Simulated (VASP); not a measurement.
# PbSe (Fm-3m) in VASP: notebook

PbSe is run at these levels: revPBE+D4; tasks: single point, relaxation of cell and atoms.

All numbers are computed with VASP 6.6.1; they aren't measurements. Logs are shortened: lines on timing, memory, paths and dates and some standing lists are left out, and cuts for length are marked.

## 1. The cell of the first run

The structure is cubic, space group Fm-3m (No. 225). Conventional cell: a = 5.666 Å, b = 5.666 Å, c = 5.666 Å, α = 90.00°, β = 90.00°, γ = 90.00°. Pb (site symmetry m-3m) has 6 Se at 2.83 Å within 3.7 Å. Se (site symmetry m-3m) has 6 Pb at 2.83 Å within 3.7 Å.

## 2. Single point, revPBE+D4

INCAR reads:

```
SYSTEM = PbSe
PREC     = Accurate       ! precision mode
ENCUT    = 500            ! plane-wave cutoff, eV
EDIFF    = 1E-6           ! SCF threshold, eV
ISMEAR   = 0              ! smearing method
SIGMA    = 0.01           ! smearing width, eV
LREAL    = .FALSE.        ! projectors in reciprocal space
LASPH    = .TRUE.         ! aspherical terms in the spheres
NELM     = 120            ! most SCF steps
ALGO     = Normal         ! electronic algorithm
ISIF     = 2              ! what is computed and relaxed
LWAVE    = .FALSE.        ! write WAVECAR
LCHARG   = .FALSE.        ! write CHGCAR
GGA      = RE             ! functional
IVDW     = 13             ! dispersion correction
NBANDS   = 17             ! bands
GGA_COMPAT= .FALSE.
```

KPOINTS reads:

```
Automatic mesh
0
G
  7 7 7
  0 0 0
```

POSCAR reads:

```
PbSe
1.0
    0.0000000000      2.8328634664      2.8328634664
    2.8328634664      0.0000000000      2.8328634664
    2.8328634664      2.8328634664      0.0000000000
Pb Se
1 1
Direct
    0.0000000000      0.0000000000      0.0000000000
    0.5000000000      0.5000000000      0.5000000000
```

Potentials or basis: VASP PAW PBE potentials, release 64 (Pb_d, Se).

Command:

```
$ cat potpaw_PBE.64/Pb_d/POTCAR potpaw_PBE.64/Se/POTCAR > POTCAR
$ mpirun -np 1 vasp_std > vasp.out
```

OUTCAR:

```text
SYSTEM = PbSe
   PREC = Accurate
   ENCUT = 500
   EDIFF = 1E-6
   ISMEAR = 0
   LREAL = .FALSE.
   LASPH = .TRUE.
   NELM = 120
   ISIF = 2
   GGA = RE
   IVDW = 13

 ion  position               nearest neighbor table
   1  0.000  0.000  0.000-   2 2.83   2 2.83   2 2.83   2 2.83   2 2.83   2 2.83
   2  0.500  0.500  0.500-   1 2.83   1 2.83   1 2.83   1 2.83   1 2.83   1 2.83

  LATTYP: Found a face centered cubic cell.
 ALAT       =     5.6657269328

  Lattice vectors:

 A1 = (   0.0000000000,   2.8328634664,   2.8328634664)
 A2 = (   2.8328634664,   0.0000000000,   2.8328634664)
 A3 = (   2.8328634664,   2.8328634664,   0.0000000000)

Analysis of symmetry for initial positions (statically):
=====================================================================
 Subroutine PRICEL returns:
 Original cell was already a primitive cell.

 Routine SETGRP: Setting up the symmetry group for a
 face centered cubic supercell.

 Subroutine GETGRP returns: Found 48 space group operations
 (whereof 48 operations were pure point group operations)
 out of a pool of 48 trial point group operations.

The static configuration has the point symmetry O_h .

Analysis of symmetry for dynamics (positions and initial velocities):
=====================================================================
 Subroutine PRICEL returns:
 Original cell was already a primitive cell.

 Routine SETGRP: Setting up the symmetry group for a
 face centered cubic supercell.

 Subroutine GETGRP returns: Found 48 space group operations
 (whereof 48 operations were pure point group operations)
 out of a pool of 48 trial point group operations.

The dynamic configuration has the point symmetry O_h .

 Subroutine INISYM returns: Found 48 space group operations
 (whereof 48 operations are pure point group operations),
 and found     1 'primitive' translations

----------------------------------------------------------------------------------------

                                     Primitive cell

  volume of cell :      45.4681

  direct lattice vectors                    reciprocal lattice vectors
     0.000000000  2.832863466  2.832863466    -0.176499858  0.176499858  0.176499858
     2.832863466  0.000000000  2.832863466     0.176499858 -0.176499858  0.176499858
     2.832863466  2.832863466  0.000000000     0.176499858  0.176499858 -0.176499858

  length of vectors
     4.006273935  4.006273935  4.006273935     0.305706722  0.305706722  0.305706722

  position of ions in fractional coordinates (direct lattice)
     0.000000000  0.000000000  0.000000000
     0.500000000  0.500000000  0.500000000

  ion indices of the primitive-cell ions
   primitive index   ion index
                 1           1
                 2           2

----------------------------------------------------------------------------------------

 KPOINTS: Automatic mesh

Automatic generation of k-mesh.
 Grid dimensions read from file:
 generate k-points for:    7    7    7

 Generating k-lattice:

  Cartesian coordinates                     Fractional coordinates (reciprocal lattice)
    -0.025214265  0.025214265  0.025214265     0.142857143  0.000000000  0.000000000
     0.025214265 -0.025214265  0.025214265     0.000000000  0.142857143  0.000000000
     0.025214265  0.025214265 -0.025214265     0.000000000  0.000000000  0.142857143

  Length of vectors
     0.043672389  0.043672389  0.043672389

  Shift w.r.t. Gamma in fractional coordinates (k-lattice)
     0.000000000  0.000000000  0.000000000

 Subroutine IBZKPT returns following result:
 ===========================================

 Found     20 irreducible k-points:

 Following reciprocal coordinates:
            Coordinates               Weight
  0.000000  0.000000  0.000000      1.000000
  0.142857  0.000000  0.000000      8.000000
  0.285714  0.000000  0.000000      8.000000
  0.428571  0.000000  0.000000      8.000000
  0.142857  0.142857  0.000000      6.000000
  0.285714  0.142857  0.000000     24.000000
[... 12 lines left out ...]
 -0.428571  0.428571  0.142857     24.000000
 -0.285714  0.428571  0.142857     24.000000
   k-points           NKPTS =     20   k-points in BZ     NKDIM =     20   number of bands    NBANDS=     17
   number of dos      NEDOS =    301   number of ions     NIONS =      2
   total plane-waves  NPLWV =  27000
   dimension x,y,z NGX =    30 NGY =   30 NGZ =   30
   dimension x,y,z NGXF=    60 NGYF=   60 NGZF=   60
   ions per type =               1   1
   NGX,Y,Z   is equivalent  to a cutoff of  12.45, 12.45, 12.45 a.u.
   NGXF,Y,Z  is equivalent  to a cutoff of  24.90, 24.90, 24.90 a.u.
 SYSTEM =  PbSe
   PREC   = accura    normal or accurate (medium, high low for compatibility)
   ISTART =      0    job   : 0-new  1-cont  2-samecut
   ICHARG =      2    charge: 1-file 2-atom 10-const
   ISPIN  =      1    spin polarized calculation?
   LNONCOLLINEAR =      F non collinear calculations
   LSORBIT =      F    spin-orbit coupling
   LASPH  =      T    aspherical Exc in radial PAW
   ENCUT  =  500.0 eV  36.75 Ry    6.06 a.u.   7.30  7.30  7.30*2*pi/ulx,y,z
   NELM   =    120;   NELMIN=  2; NELMDL= -5     # of ELM steps
   EDIFF  = 0.1E-05   stopping-criterion for ELM
   LREAL  =      F    real-space projection
   EDIFFG = 0.1E-04   stopping-criterion for IOM
   NSW    =      0    number of steps for IOM
   IBRION =     -1    ionic relax: 0-MD 1-quasi-New 2-CG
   NFREE  =      0    steps in history (QN), initial steepest desc. (CG)
   ISIF   =      2    stress and relaxation
   ISYM   =      2    0-nonsym 1-usesym 2-fastsym
   POTIM  = 0.5000    time-step for ionic-motion
   TEBEG  =    0.0;   TEEND  =   0.0 temperature during run
   PSTRESS=    0.0 pullay stress
   NELECT =      20.0000    total number of electrons
   NUPDOWN=      -1.0000    fix difference up-down
   EMIN   =  10.00;   EMAX   =-10.00  energy-range for DOS
   EFERMI =   0.00;   METHOD = LEGACY
   ISMEAR =     0;   SIGMA  =   0.01  broadening in eV -4-tet -1-fermi 0-gaus
   EFERMI_NEDOS =   21; number of points for ismear=-14 and -15
   IALGO  =     38    algorithm
   IMIX   =      4    mixing-type and parameters
     AMIX     =   0.40;   BMIX     =  1.00
     AMIX_MAG =   1.60;   BMIX_MAG =  1.00
  volume/ion in A,a.u.               =      22.73       153.42
  Fermi-wavevector in a.u.,A,eV,Ry     =   1.245038  2.352780 21.090649  1.550119
  Thomas-Fermi vector in A             =   2.379278
   LORBIT       =      0    0 simple, 1 ext, 2 COOP (PROOUT), +10 PAW based schemes
   GGA     = RE    functional components
   LHFCALC =     F    Hartree Fock is set to
   AEXX    =    0.0000 exact exchange contribution
   IVDW    =    13    specifies the selected vdW correction
   LEPSILON=     F    determine dielectric tensor
   LRPA    =     F    only Hartree local field effects (RPA)
 non-spin polarized calculation
 Gauss-broadening in eV      SIGMA  =   0.01
  energy-cutoff  :      500.00
  volume of cell :       45.47
 maximum number of plane-waves:      1173
 NGX is ok and might be reduce to    30
   NGX = 15   NGY = 15   NGZ = 15

 number of electron      20.0000006 magnetization

 Free energy of the ion-electron system (eV)
  ---------------------------------------------------
  ext. energy  EPLUGINS =         0.00000000
  ---------------------------------------------------
  free energy    TOTEN  =        -6.62550546 eV

  energy without entropy =       -6.62550546  energy(sigma->0) =       -6.62550546

 E-fermi :   8.0592     XC(G=0): -10.5752

 val. band max:        7.9614171028   @ k =  -0.2857   0.1429   0.0000
 cond. band min:       8.9454999726   @ k =   0.4286   0.0000   0.0000
 fundamental gap:      0.9840828698
 Fermi energy:         8.0592319721

 k-point     1 :       0.0000    0.0000    0.0000
  band No.  band energies     occupation
      1      -9.0910      2.00000
      2      -9.0910      2.00000
      3      -9.0817      2.00000
      4      -9.0817      2.00000
      5      -9.0817      2.00000
      6      -7.5041      2.00000
[... 9 lines left out ...]
     16      14.3231      0.00000
     17      15.6901      0.00000

 k-point     2 :       0.1429    0.0000    0.0000
  band No.  band energies     occupation
      1      -9.1032      2.00000
      2      -9.1032      2.00000
      3      -9.0818      2.00000
      4      -9.0681      2.00000
      5      -9.0681      2.00000
      6      -7.2801      2.00000
[... 9 lines left out ...]
     16      14.8852      0.00000
     17      17.6842      0.00000

 k-point     3 :       0.2857    0.0000    0.0000
  band No.  band energies     occupation
      1      -9.1328      2.00000
      2      -9.1328      2.00000
      3      -9.0841      2.00000
      4      -9.0347      2.00000
      5      -9.0347      2.00000
      6      -6.6601      2.00000
[... 9 lines left out ...]
     16      16.1093      0.00000
     17      20.9065      0.00000

 k-point     4 :       0.4286    0.0000    0.0000
  band No.  band energies     occupation
      1      -9.1565      2.00000
      2      -9.1565      2.00000
      3      -9.0874      2.00000
      4      -9.0076      2.00000
      5      -9.0076      2.00000
      6      -5.9338      2.00000
[... 9 lines left out ...]
     16      17.8016      0.00000
     17      20.0201      0.00000

 k-point     5 :       0.1429    0.1429    0.0000
  band No.  band energies     occupation
      1      -9.1375      2.00000
      2      -9.0908      2.00000
      3      -9.0825      2.00000
      4      -9.0630      2.00000
      5      -9.0630      2.00000
      6      -7.1882      2.00000
[... 9 lines left out ...]
     16      16.1255      0.00000
     17      17.7381      0.00000

 k-point     6 :       0.2857    0.1429    0.0000
  band No.  band energies     occupation
      1      -9.1927      2.00000
      2      -9.0961      2.00000
      3      -9.0921      2.00000
      4      -9.0447      2.00000
      5      -9.0303      2.00000
      6      -6.6646      2.00000
[... 9 lines left out ...]
     16      17.1281      0.00000
     17      19.6415      0.00000

 k-point     7 :       0.4286    0.1429    0.0000
  band No.  band energies     occupation
      1      -9.2241      2.00000
      2      -9.1249      2.00000
      3      -9.0832      2.00000
      4      -9.0295      2.00000
      5      -9.0031      2.00000
      6      -5.9146      2.00000
[... 9 lines left out ...]
     16      18.5144      0.00000
     17      19.9889      0.00000

 k-point     8 :      -0.4286    0.1429    0.0000
  band No.  band energies     occupation
      1      -9.2152      2.00000
      2      -9.1451      2.00000
      3      -9.0762      2.00000
      4      -9.0216      2.00000
      5      -9.0045      2.00000
      6      -5.5959      2.00000
[... 9 lines left out ...]
     16      17.7903      0.00000
     17      19.9894      0.00000
[... 123 lines left out ...]
      1      -9.4767      2.00000
      2      -9.1276      2.00000
      3      -9.0480      2.00000
      4      -8.9796      2.00000
      5      -8.9796      2.00000
      6      -5.0905      2.00000
[... 9 lines left out ...]
     16      21.0649      0.00000
     17      21.0925      0.00000

 k-point    16 :      -0.4286    0.4286    0.0000
  band No.  band energies     occupation
      1      -9.4669      2.00000
      2      -9.1166      2.00000
      3      -9.0614      2.00000
      4      -8.9858      2.00000
      5      -8.9785      2.00000
      6      -4.8795      2.00000
[... 9 lines left out ...]
     16      20.5489      0.00000
     17      21.1433      0.00000

 k-point    17 :       0.4286    0.2857    0.1429
  band No.  band energies     occupation
      1      -9.2633      2.00000
      2      -9.1028      2.00000
      3      -9.0903      2.00000
      4      -9.0211      2.00000
      5      -9.0193      2.00000
      6      -6.0381      2.00000
[... 9 lines left out ...]
     16      18.8689      0.00000
     17      19.2123      0.00000

 k-point    18 :      -0.4286    0.2857    0.1429
  band No.  band energies     occupation
      1      -9.3020      2.00000
      2      -9.1201      2.00000
      3      -9.0695      2.00000
      4      -9.0345      2.00000
      5      -8.9967      2.00000
      6      -5.3681      2.00000
[... 9 lines left out ...]
     16      18.8891      0.00000
     17      20.3100      0.00000

 k-point    19 :      -0.4286    0.4286    0.1429
  band No.  band energies     occupation
      1      -9.4171      2.00000
      2      -9.1015      2.00000
      3      -9.0797      2.00000
      4      -9.0071      2.00000
      5      -8.9798      2.00000
      6      -5.0443      2.00000
[... 9 lines left out ...]
     16      20.6045      0.00000
     17      20.7302      0.00000

 k-point    20 :      -0.2857    0.4286    0.1429
  band No.  band energies     occupation
      1      -9.3815      2.00000
      2      -9.1032      2.00000
      3      -9.0692      2.00000
      4      -9.0387      2.00000
      5      -8.9801      2.00000
      6      -4.9417      2.00000
[... 9 lines left out ...]
     16      20.2498      0.00000
     17      21.2567      0.00000

------------------------ aborting loop because EDIFF is reached ----------------------------------------

  DFT-D4 for vdW energy calculation

  Edisp (eV):   -1.55863

  FORCE on cell =-STRESS in cart. coord.  units (eV):
  Direction    XX          YY          ZZ          XY          YZ          ZX
  --------------------------------------------------------------------------------------
  -------------------------------------------------------------------------------------
  Total       5.63328     5.63328     5.63328     0.00000    -0.00000     0.00000
  in kB     198.50199   198.50199   198.50199     0.00000    -0.00000     0.00000
  external pressure =      198.50 kB  Pullay stress =        0.00 kB

 VOLUME and BASIS-vectors are now :
 -----------------------------------------------------------------------------
  energy-cutoff  :      500.00
  volume of cell :       45.47
      direct lattice vectors                 reciprocal lattice vectors
     0.000000000  2.832863466  2.832863466    -0.176499858  0.176499858  0.176499858
     2.832863466  0.000000000  2.832863466     0.176499858 -0.176499858  0.176499858
     2.832863466  2.832863466  0.000000000     0.176499858  0.176499858 -0.176499858

 POSITION                                       TOTAL-FORCE (eV/Angst)
 -----------------------------------------------------------------------------------
      0.00000      0.00000      0.00000         0.000000      0.000000      0.000000
      2.83286      2.83286      2.83286         0.000000      0.000000     -0.000000
 -----------------------------------------------------------------------------------
    total drift:                               -0.000000      0.000000      0.000000

  FREE ENERGIE OF THE ION-ELECTRON SYSTEM (eV)
  ---------------------------------------------------
  free  energy   TOTEN  =        -8.1841309816 eV

  energy  without entropy=       -8.1841309816  energy(sigma->0) =       -8.18413098
```

Wall time 20 s (1 thread of Intel Xeon 6975P-C (Granite Rapids), shared host); peak memory 0.16 GiB.

What came out:

| Item | Value |
| --- | --- |
| Free energy | -8.1841 eV |
| Pressure | 19.9 GPa |
| Dispersion energy per atom | -0.779 eV |

Caveat: this odd mesh misses L, so gap, dielectric constants and Born charges aren't listed; the cell stands under pressure; the PAW data sets were made with another functional, which shifts forces and pressure a little; spin-orbit coupling is left out, which moves the levels of the heavy elements.

(Part 1 of 3 ends here.)
